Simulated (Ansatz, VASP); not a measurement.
YNb2O5: VASP beside Ansatz

```
Y Nb O
1.0
     7.48048    0.00000    0.00000
    -3.74024    6.47828    0.00000
     0.00000    0.00000    4.32239
Y Nb O
1 2 5
Cartesian
  0.0000 0.0000 0.0000
  0.0000 4.3189 2.1612
  3.7402 2.1594 2.1612
  0.0000 4.3189 0.0000
  -1.8701 3.2391 2.1612
  1.8701 3.2391 2.1612
  3.7402 0.0000 2.1612
  3.7402 2.1594 0.0000
```

Alike in both runs: task relaxation of cell and atoms; functional PBE; k mesh 3 × 3 × 4; occupations gaussian, width 0.1 eV; collinear spin.

```csv
,VASP,Ansatz
version,VASP 6.6.1,Ansatz 0.2.0
potentials or method,"VASP PAW PBE potentials, release 64 (Y_sv, Nb_sv, O), cutoff 600 eV","scalar-relativistic, plane waves, PAW"
valence electrons in the cell,67,67
```

```tsv
	VASP	Ansatz	Ansatz less VASP
gap on the k mesh at the Fermi level, each at its own relaxed structure (eV)	none	none	-
net moment per atom (μB)	0.00	0.00	0.000
relaxed volume (Å³/atom)	18.64	18.69	+0.045
relaxed cell length with the largest relative difference (Å)	6.633	6.640	+0.0074
```

A gap of «none» marks a metal or a gap that the smearing closes. Ansatz's warnings: no starting moments.

The k mesh is coarse, so the values compare programs but aren't converged. Noted on VASP's run: the volume moved by over 15 % at a fixed basis, so the end points are rough.
